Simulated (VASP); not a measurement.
Wanted: the native input for a VASP 6.6.1 run.

* Task: relaxation of cell and atoms
* Functional: PBE
* Potentials or basis: VASP PAW PBE potentials, release 64 (Si, Sb, Se)
* Cutoff: 600 eV
* k mesh: 6 × 6 × 4
* Occupations: gaussian, width 0.1 eV
* Spin: no spin polarisation
* Dipole correction: no
* Further INCAR settings: ALGO = Normal; EDIFF = 1e-07; IBRION = 2; EDIFFG = -0.04; NSW = 90; ISIF = 3

The structure of Si2Sb2Se lies in POSCAR:

```
Si2Sb2Se
1.0
    4.9702751510      0.0000000000      0.0000000000
   -2.4851375755      4.3043845445      0.0000000000
    0.0000000000      0.0000000000      5.7225446707
Si Sb Se
2 2 1
Direct
    0.3333333333      0.6666666667      0.0000000000
    0.6666666667      0.3333333333      0.0000000000
    0.3333333333      0.6666666667      0.5000000000
    0.6666666667      0.3333333333      0.5000000000
    0.0000000000      0.0000000000      0.0000000000
```

The input as run:

INCAR

```
SYSTEM = Si2Sb2Se
  PREC = Accurate
  ENCUT = 600
  EDIFF = 1E-7
  ISMEAR = 0
  SIGMA = 0.1
  LREAL = .FALSE.
  LASPH = .TRUE.
  NELM = 60
  ALGO = Normal
  ISIF = 3
  LWAVE = .FALSE.
  LCHARG = .FALSE.
  GGA = PE
  IBRION = 2
  NSW = 90
  EDIFFG = -0.04
```

KPOINTS

```
regular mesh
0
G
  6 6 4
  0 0 0
```

Potentials or basis: VASP PAW PBE potentials, release 64 (Si, Sb, Se).

Launch:

```console
$ cat potpaw_PBE.64/Si/POTCAR potpaw_PBE.64/Sb/POTCAR potpaw_PBE.64/Se/POTCAR > POTCAR
$ mpirun -np 1 vasp_std > vasp.out
```

Results of the run:

| Item | Value |
| --- | --- |
| Relaxed volume | 24.39 Å³/atom |
| Relaxed cell | a = 4.988 Å, b = 4.988 Å, c = 5.661 Å, α = 90.00°, β = 90.00°, γ = 120.00° |
| Space group after relaxing (to 0.05 Å) | P6/mmm (No. 191) |
| Energy gained by relaxing | 1.6 meV/atom |
| Ionic steps | 2 |
| Pressure after relaxing | -0.1 GPa |
| Band gap on the k mesh | zero (band 12 reaches 6.79 eV, above the bottom of band 13 at 5.25 eV) |

Caveat: spin-orbit coupling is left out, which moves the levels of the heavy elements.

Run time: 2.8 min on 1 thread of AMD EPYC 7R13 (shared host), peak memory 0.27 GiB.
